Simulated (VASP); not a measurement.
# FeO (F-43m) in VASP: a series of runs, part 3 of 3

VASP 6.6.1.

### Step 5. Single point, PBE+U, collinear spin, antiferromagnetic start

This run uses another cell than the first one: it holds 4 atoms, not 2.

Contents of INCAR:

```
SYSTEM = FeO
ALGO = Normal ; EDIFF = 1E-6
ENCUT = 520 ; GGA = PE
ISIF = 2 ; ISMEAR = 0
ISPIN = 2 ; LASPH = .TRUE.
LCHARG = .TRUE. ; LDAU = .TRUE.
LDAUJ = 0 0 ; LDAUL = 2 -1
LDAUPRINT = 1 ; LDAUTYPE = 2
LDAUU = 4 0 ; LELF = .TRUE.
LMAXMIX = 4 ; LORBIT = 11
LREAL = .FALSE. ; LVHAR = .TRUE.
LWAVE = .FALSE. ; MAGMOM = 4 -4 0 0
NBANDS = 26 ; NELM = 150
PREC = Accurate ; SIGMA = 0.05
```

Contents of KPOINTS:

```
k-points
0
G
  10 10 5
  0 0 0
```

Contents of POSCAR:

```
FeO
1.0
    0.0000000000      2.3733177188      2.3733177188
    2.3733177188      0.0000000000      2.3733177188
    4.7466354376      4.7466354376      0.0000000000
Fe O
2 2
Direct
    0.0000000000      0.0000000000      0.0000000000
    0.0000000000      0.0000000000      0.5000000000
    0.2500000000      0.2500000000      0.1250000000
    0.2500000000      0.2500000000      0.6250000000
```

Potentials or basis: VASP PAW PBE potentials, release 64 (Fe, O).

On the command line:

```bash
$ cat potpaw_PBE.64/Fe/POTCAR potpaw_PBE.64/O/POTCAR > POTCAR
$ mpirun -np 1 vasp_std > vasp.out
```

OUTCAR:

```text
SYSTEM = FeO
   EDIFF = 1E-6
   ENCUT = 520
   GGA = PE
   ISIF = 2
   ISMEAR = 0
   ISPIN = 2
   LASPH = .TRUE.
   LORBIT = 11
   LREAL = .FALSE.
   NELM = 150
   PREC = Accurate

 ion  position               nearest neighbor table
   1  0.000  0.000  0.000-   3 2.06   4 2.06   3 2.06   3 2.06
   2  0.000  0.000  0.500-   3 2.06   4 2.06   4 2.06   4 2.06
   3  0.250  0.250  0.125-   1 2.06   1 2.06   1 2.06   2 2.06
   4  0.250  0.250  0.625-   2 2.06   2 2.06   1 2.06   2 2.06

  LATTYP: Found a trigonal (rhomboedric) cell.
 ALAT       =     5.8134174086
 COS(alpha) =     0.8333333333

  Lattice vectors:

 A1 = (   4.7466354376,   2.3733177188,  -2.3733177188)
 A2 = (   2.3733177188,   2.3733177188,  -4.7466354376)
 A3 = (   2.3733177188,   4.7466354376,  -2.3733177188)

Analysis of symmetry for initial positions (statically):
=====================================================================
 Subroutine PRICEL returns following result:

  LATTYP: Found a face centered cubic cell.
 ALAT       =     4.7466354376
[... 12 lines left out ...]
 Subroutine GETGRP returns: Found  6 space group operations
 (whereof  6 operations were pure point group operations)
 out of a pool of 12 trial point group operations.

The static configuration has the point symmetry C_3v.

Analysis of symmetry for dynamics (positions and initial velocities):
=====================================================================
 Subroutine PRICEL returns following result:

  LATTYP: Found a face centered cubic cell.
 ALAT       =     4.7466354376
[... 12 lines left out ...]
 Subroutine GETGRP returns: Found  6 space group operations
 (whereof  6 operations were pure point group operations)
 out of a pool of 12 trial point group operations.

The dynamic configuration has the point symmetry C_3v.
[... 252 lines left out ...]

 number of electron      27.9999988 magnetization       0.0000000

 Free energy of the ion-electron system (eV)
  ---------------------------------------------------
  ext. energy  EPLUGINS =         0.00000000
  ---------------------------------------------------
  free energy    TOTEN  =       -25.87685227 eV

  energy without entropy =      -25.86971687  energy(sigma->0) =      -25.87328457

 E-fermi :   4.0682     XC(G=0): -10.3711

 val. band max:        4.0651201452   @ k =  -0.4000   0.4000   0.0000
 cond. band min:       4.0742403439   @ k =   0.5000   0.2000   0.2000
 fundamental gap:      0.0091201987
 Fermi energy:         4.0682384931

 spin component 1

 k-point     1 :       0.0000    0.0000    0.0000
  band No.  band energies     occupation
      1     -15.6951      1.00000
      2     -15.1766      1.00000
      3      -3.1698      1.00000
      4      -3.1698      1.00000
      5      -3.1611      1.00000
      6      -2.5164      1.00000
[... 1385 lines left out ...]
     25      15.7879      0.00000
     26      16.1084      0.00000

 [... further k-points ...]

------------------------ aborting loop because EDIFF is reached ----------------------------------------

  FORCE on cell =-STRESS in cart. coord.  units (eV):
  Direction    XX          YY          ZZ          XY          YZ          ZX
  --------------------------------------------------------------------------------------
  -------------------------------------------------------------------------------------
  Total       -2.1330770     -2.1330770     -2.1330770      0.5158844     -0.5158844     -0.5158844
  in kB      -63.9130413    -63.9130413    -63.9130413     15.4573600    -15.4573600    -15.4573600
  external PRESSURE =     -63.9130413 kB  Pullay stress =       0.0000000 kB

 VOLUME and BASIS-vectors are now :
 -----------------------------------------------------------------------------
  energy-cutoff  :      520.00
  volume of cell :       53.47
      direct lattice vectors                 reciprocal lattice vectors
     0.000000000  2.373317719  2.373317719    -0.210675543  0.210675543  0.210675543
     2.373317719  0.000000000  2.373317719     0.210675543 -0.210675543  0.210675543
     4.746635438  4.746635438  0.000000000     0.105337772  0.105337772 -0.105337772

 POSITION                                       TOTAL-FORCE (eV/Angst)
 -----------------------------------------------------------------------------------
      0.00000      0.00000      0.00000         0.069872      0.069872     -0.069872
      2.37332      2.37332      0.00000         0.069872      0.069872     -0.069872
      1.18666      1.18666      1.18666        -0.069872     -0.069872      0.069872
      3.55998      3.55998      1.18666        -0.069872     -0.069872      0.069872
 -----------------------------------------------------------------------------------
    total drift:                                0.000233      0.000233     -0.000242

  FREE ENERGIE OF THE ION-ELECTRON SYSTEM (eV)
  ---------------------------------------------------
  free  energy   TOTEN  =       -25.8768522743 eV

  energy  without entropy=      -25.8697168695  energy(sigma->0) =      -25.87328457

 total charge

# of ion       s       p       d       tot
------------------------------------------
    1        0.314   0.373   6.043   6.730
    2        0.314   0.373   6.043   6.730
    3        1.558   3.420   0.000   4.977
    4        1.558   3.420   0.000   4.977
--------------------------------------------------
tot          3.743   7.585  12.086  23.414

 magnetization (x)

# of ion       s       p       d       tot
------------------------------------------
    1        0.022   0.030   3.686   3.739
    2       -0.022  -0.030  -3.686  -3.739
    3        0.005   0.128   0.000   0.133
    4       -0.005  -0.128   0.000  -0.133
--------------------------------------------------
tot          0.000   0.000   0.000   0.000
```

stdout:

```text
POSCAR found type information on POSCAR FeO
 POSCAR found :  2 types and       4 ions
 scaLAPACK will be used
 LDA part: xc-table for (Slater+PW92), standard interpolation
 -----------------------------------------------------------------------------
|                                                                             |
|           W    W    AA    RRRRR   N    N  II  N    N   GGGG   !!!           |
|           W    W   A  A   R    R  NN   N  II  NN   N  G    G  !!!           |
|           W    W  A    A  R    R  N N  N  II  N N  N  G       !!!           |
|           W WW W  AAAAAA  RRRRR   N  N N  II  N  N N  G  GGG   !            |
|           WW  WW  A    A  R   R   N   NN  II  N   NN  G    G                |
|           W    W  A    A  R    R  N    N  II  N    N   GGGG   !!!           |
|                                                                             |
|     Your reciprocal lattice and k-lattice belong to different lattice       |
|     classes:                                                                |
|                                                                             |
|        The reciprocal lattice is rhombohedral (trigonal),                   |
|        whereas your k-lattice is body-centered cubic.                       |
|                                                                             |
|     Results are often still useful ...                                      |
|                                                                             |
 -----------------------------------------------------------------------------

 POSCAR, INCAR and KPOINTS ok, starting setup
 FFT: planning ... GRIDC
 FFT: planning ... GRID_SOFT
 FFT: planning ... GRID
 WAVECAR not read
 entering main loop
```

Wall time 2.6 min (1 thread of AMD EPYC 9R45 (Zen 5), shared host); peak memory 0.26 GiB.

What came out:

| Quantity | Value |
| --- | --- |
| Free energy | -25.8769 eV |
| Pressure | -6.4 GPa |
| Band gap on the k mesh | zero (filled and empty bands overlap) |
| Net moment | 0.00 μB per cell |
| Site moments | Fe +3.74, -3.74; O +0.13, -0.13 μB |
| Valence electrons inside the program's atomic spheres | Fe 6.73; O 4.98 |

Levels at points of the mesh, in eV from the Fermi level:
Spin up:
```
           k point  band 10  band 11  band 12  band 13  band 14  band 15  band 16  band 17  band 18  band 19
(0.00, 0.00, 0.00)    -4.77    -3.10    -2.14    -2.14    -1.02     0.86     0.86     2.07     2.07     2.23
(0.50, 0.00, 0.00)    -4.78    -4.29    -3.41    -3.07    -0.74     0.46     1.78     1.80     2.06     4.11
```
Spin down:
| k point | band 10 | band 11 | band 12 | band 13 | band 14 | band 15 | band 16 | band 17 | band 18 | band 19 |
| --- | --- | --- | --- | --- | --- | --- | --- | --- | --- | --- |
| (0.00, 0.00, 0.00) | -4.77 | -3.10 | -2.14 | -2.14 | -1.02 | 0.86 | 0.86 | 2.07 | 2.07 | 2.23 |
| (0.50, 0.00, 0.00) | -4.78 | -4.29 | -3.41 | -3.07 | -0.74 | 0.46 | 1.78 | 1.80 | 2.06 | 4.11 |

Eigenvalues of the final occupation matrices:
```tsv
site	spin	trace	eigenvalues
site 1 d	1	4.88	0.97 0.97 0.98 0.98 0.98
site 1 d	2	1.19	0.04 0.04 0.09 0.51 0.51
site 2 d	1	1.19	0.04 0.04 0.09 0.51 0.51
site 2 d	2	4.88	0.97 0.97 0.98 0.98 0.98
```

The state reached can hang on the start; a lower one may exist.

### Step 6. Single point, PBE+U, collinear spin, antiferromagnetic start

This run uses another cell than the first one: it holds 4 atoms, not 2.

Contents of INCAR:

```
PREC = Accurate ; ENCUT = 520
EDIFF = 1E-6 ; ISMEAR = 0
SIGMA = 0.05 ; LREAL = False
LASPH = True ; NELM = 150
ALGO = Normal ; ISIF = 2
LWAVE = False ; LCHARG = True
ISPIN = 2 ; MAGMOM = 4 -4 0 0
LORBIT = 11 ; LMAXMIX = 4
LDAU = True ; LDAUTYPE = 2
LDAUL = 2 -1 ; LDAUU = 4 0
LDAUJ = 0 0 ; LDAUPRINT = 1
GGA = PE ; LELF = True
LVHAR = True ; NBANDS = 26
```

Contents of KPOINTS:

```
Automatic mesh
0
Gamma
  10 10 5
```

Contents of POSCAR:

```
FeO
1.0
    0.0000000000      2.3733177188      2.3733177188
    4.7466354376      2.3733177188      2.3733177188
    4.7466354376      4.7466354376      0.0000000000
Fe O
2 2
Direct
    0.0000000000      0.0000000000      0.0000000000
    0.0000000000      0.0000000000      0.5000000000
    0.2500000000      0.2500000000      0.0000000000
    0.2500000000      0.2500000000      0.5000000000
```

Potentials or basis: VASP PAW PBE potentials, release 64 (Fe, O).

On the command line:

```bash
$ cat potpaw_PBE.64/Fe/POTCAR potpaw_PBE.64/O/POTCAR > POTCAR
$ mpirun -np 1 vasp_std > vasp.out
```

It took 3.7 min on 1 thread of AMD EPYC 9R45 (Zen 5), shared host; peak memory 0.33 GiB.

Results (log left out):

* Free energy: -25.7051 eV
* Pressure: -6.5 GPa
* Band gap on the k mesh: zero (filled and empty bands overlap)
* Net moment: 0.00 μB per cell
* Site moments: Fe +3.71, -3.71; O +0.00 μB
* Valence electrons inside the program's atomic spheres: Fe 6.73; O 4.97

Stress tensor (GPa, compression positive):
```
-9.35  0.00  0.00
 0.00 -5.03  0.00
 0.00  0.00 -5.03
```

Levels at points of the mesh, in eV from the Fermi level:
Spin up:
```tsv
k point	band 10	band 11	band 12	band 13	band 14	band 15	band 16	band 17	band 18	band 19
(0.00, 0.00, 0.00)	-4.81	-3.43	-2.70	-2.70	-1.07	0.97	0.97	1.23	1.66	1.95
(0.50, 0.00, 0.00)	-4.46	-3.70	-3.22	-2.61	-0.05	0.70	1.60	1.75	2.18	3.88
(0.50, 0.50, 0.00)	-4.58	-4.33	-4.33	-3.94	-0.65	-0.65	1.48	1.83	2.32	4.00
```
Spin down:
```csv
k point,band 10,band 11,band 12,band 13,band 14,band 15,band 16,band 17,band 18,band 19
"(0.00, 0.00, 0.00)",-4.81,-3.43,-2.70,-2.70,-1.07,0.97,0.97,1.23,1.66,1.95
"(0.50, 0.00, 0.00)",-4.46,-3.70,-3.22,-2.61,-0.05,0.70,1.60,1.75,2.18,3.88
"(0.50, 0.50, 0.00)",-4.58,-4.33,-4.33,-3.94,-0.65,-0.65,1.48,1.83,2.32,4.00
```

Eigenvalues of the final occupation matrices:
```
    site  spin  trace               eigenvalues
site 1 d     1   4.87  0.97 0.97 0.98 0.98 0.98
site 1 d     2   1.20  0.03 0.04 0.10 0.51 0.51
site 2 d     1   1.20  0.03 0.04 0.10 0.51 0.51
site 2 d     2   4.87  0.97 0.97 0.98 0.98 0.98
```

Caveat: the k points lie up to 0.37 Å⁻¹ apart. The state reached can hang on the start; a lower one may exist.

### Step 7. Summary

| spin | cell | k mesh | gap on the mesh (eV) | pressure (GPa) | moment (μB) |
| --- | --- | --- | --- | --- | --- |
| collinear, ferromagnetic start | a = 3.356 Å, angles 60.0°, 2 atoms | 6 × 6 × 6 | none | -9.1 | 4.08 |
| collinear, ferromagnetic start | a = 3.356 Å, angles 60.0°, 2 atoms | 10 × 10 × 10 | none | -11.9 | 2.00 |
| collinear, antiferromagnetic start | a = 3.356, b = 3.356, c = 6.713 Å, angles 60.0°, 4 atoms | 10 × 10 × 5 | none | -6.4 | 0.00 |
| collinear, antiferromagnetic start | a = 3.356, b = 5.813, c = 6.713 Å, angles 30.0, 60.0, 54.7°, 4 atoms | 10 × 10 × 5 | none | -6.5 | 0.00 |

Alike in all rows: task single point; level PBE+U; potentials or basis VASP PAW PBE potentials, release 64 (Fe, O); Fe d U = 4.0 eV; cutoff (eV) 520; smearing gaussian 0.05 eV.

Caveats: some runs use coarse meshes; a cell with one magnetic atom can't hold antiferromagnetic order, which such compounds often take (some runs).

Total energies depend on the potentials used, so only differences within one code and one set of settings carry meaning.
